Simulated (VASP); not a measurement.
Runs of VASP 6.6.1 on BaO. The structure is that of space group Fm-3m (No. 225), or close to it. The cells are those of the table. 

| task | cell | cutoff (eV) | gap on the mesh (eV) | pressure (GPa) |
| --- | --- | --- | --- | --- |
| single point | a = 3.870 Å, angles 60.7°, 2 atoms | 600 | 1.90 | 4.8 |
| electric field gradients | a = 3.850, b = 3.850, c = 3.811 Å, angles 60.3, 60.3, 59.3°, 2 atoms | 520 | 1.67 | 8.9 |
| electric field gradients | a = 3.870 Å, angles 60.7°, 2 atoms | 520 | 1.90 | (a) |
| single point | a = 3.909 Å, angles 59.3°, 2 atoms | 600 | 1.90 | 4.8 |

Alike in all rows: level PBE; potentials or basis VASP PAW PBE potentials, release 64 (Ba_sv, O); no spin polarisation; k mesh 8 × 8 × 8; smearing fermi-dirac 0.02 eV.

Problem. Fill in the values left out.

Solution. (a) 4.9.

Caveats: the cell stands under pressure; spin-orbit coupling is left out, which moves the levels of the heavy elements.

A k mesh can miss the band edges, and the runs leave out spin-orbit coupling on Ba.
